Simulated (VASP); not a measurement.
A run of VASP 6.6.1:

Contents of POSCAR:

```
KCl
1.0
    3.6323892975      0.0000000000      0.0000000000
    0.0000000000      3.6323892975      0.0000000000
    0.0000000000      0.0000000000      3.6323892975
K Cl
1 1
Direct
    0.0000000000      0.0000000000      0.0000000000
    0.5000000000      0.5000000000      0.5000000000
```

INCAR.step1

```
SYSTEM = KCl
PREC     = Accurate       ! precision mode
ENCUT    = 520            ! plane-wave cutoff, eV
ISMEAR   = 0              ! smearing method
SIGMA    = 0.01           ! smearing width, eV
LREAL    = .False.        ! projectors in reciprocal space
LASPH    = .True.         ! aspherical terms in the spheres
NELM     = 60             ! most SCF steps
NBANDS   = 15             ! bands
GGA      = PE             ! functional
ALGO     = Normal         ! electronic algorithm
EDIFF    = 1E-4           ! SCF threshold, eV
LWAVE    = .True.         ! write WAVECAR
LCHARG   = .False.        ! write CHGCAR
```

File INCAR.step2:

```
SYSTEM = KCl
PREC     = Accurate       ! precision mode
ENCUT    = 520            ! plane-wave cutoff, eV
EDIFF    = 1E-6           ! SCF threshold, eV
ISMEAR   = 0              ! smearing method
SIGMA    = 0.01           ! smearing width, eV
LREAL    = .False.        ! projectors in reciprocal space
LASPH    = .True.         ! aspherical terms in the spheres
NELM     = 60             ! most SCF steps
ALGO     = Normal         ! electronic algorithm
ISIF     = 2              ! what is computed and relaxed
LWAVE    = .False.        ! write WAVECAR
LCHARG   = .True.         ! write CHGCAR
METAGGA  = R2SCAN         ! meta-GGA
LMIXTAU  = .True.       
LELF     = .True.         ! ELF
LVHAR    = .True.       
NBANDS   = 15             ! bands
ISTART   = 1
```

File KPOINTS:

```
regular mesh
0
Gamma
  8 8 8
  0 0 0
```

Potentials or basis: VASP PAW PBE potentials, release 64 (K_sv, Cl).

Launch:

```console
$ cat potpaw_PBE.64/K_sv/POTCAR potpaw_PBE.64/Cl/POTCAR > POTCAR
$ cp INCAR.step1 INCAR
$ mpirun -np 1 vasp_std > vasp.out
$ cp INCAR.step2 INCAR
$ mpirun -np 1 vasp_std > vasp.out
```

Hardware: 1 thread of AMD EPYC 7R43 64-Core Processor (Zen 3), with other jobs on the host.

Question: How long does it take, and how much memory?

Answer: Run time: 88 s on 1 thread of AMD EPYC 7R43 64-Core Processor (Zen 3), with other jobs on the host, peak memory 0.14 GiB. Counts: k points 35.
